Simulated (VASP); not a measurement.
# BaCaP3: single point with PBE

Crystal: BaCaP3.

```xyz
10
Lattice="6.4336 0.0000 0.0000 -3.2168 5.5717 0.0000 0.0000 0.0000 6.6415" Properties=species:S:1:pos:R:3 pbc="T T T"
Ba    0.0000    3.7145    4.9811
Ba    3.2168    1.8572    1.6604
Ca    0.0000    0.0000    3.3207
Ca    0.0000    0.0000    0.0000
P     0.0000    2.3975    1.6604
P     4.3573    1.1988    4.9811
P     3.2168    3.1742    4.9811
P    -1.1405    4.3729    1.6604
P     1.1405    4.3729    1.6604
P     2.0763    1.1988    4.9811
```

```
Program                : VASP 6.6.1
Task                   : single point
Functional             : PBE
Potentials or basis    : VASP PAW PBE potentials, release 64 (Ba_sv, Ca_sv, P)
Cutoff                 : 520 eV
k mesh                 : 3 × 3 × 4
Occupations            : gaussian, width 0.1 eV
Spin                   : no spin polarisation
Dipole correction      : no
Further INCAR settings : ALGO = Normal; EDIFF = 1e-06; NBANDS = 46
```

```json
{
 "Pressure": "0.5 GPa",
 "Largest force": "0.067 eV/Å",
 "Band gap on the k mesh": "zero (band 35 reaches 6.81 eV, above the bottom of band 36 at 4.89 eV)"
}
```

Forces on the atoms (eV/Å):
```
Ba   0.000  0.000  0.000
Ba   0.000  0.000  0.000
Ca   0.000  0.000  0.000
Ca   0.000  0.000  0.000
P    0.000  0.067  0.000
P   -0.058  0.033  0.000
P    0.000 -0.067  0.000
P    0.058 -0.033  0.000
P   -0.058 -0.033  0.000
P    0.058  0.033  0.000
```

Stress tensor (GPa, compression positive):
```
0.44 0.00 0.00
0.00 0.44 0.00
0.00 0.00 0.66
```

Levels at points of the mesh, in eV from the Fermi level:
```csv
k point,band 31,band 32,band 33,band 34,band 35,band 36,band 37,band 38,band 39,band 40
"(0.00, 0.00, 0.00)",-1.75,-1.75,-1.25,-1.25,0.67,1.35,1.75,1.75,2.14,2.14
"(0.00, 0.00, 0.50)",-0.99,-0.99,-0.99,-0.99,1.71,1.71,1.96,1.96,1.96,1.96
```

Wall time 3 min on 1 thread of Intel(R) Xeon(R) Platinum 8375C CPU @ 2.90GHz (Ice Lake), with other jobs on the host, peak memory 0.37 GiB.

Caveat: the k points lie up to 0.38 Å⁻¹ apart; spin-orbit coupling is left out, which moves the levels of the heavy elements.
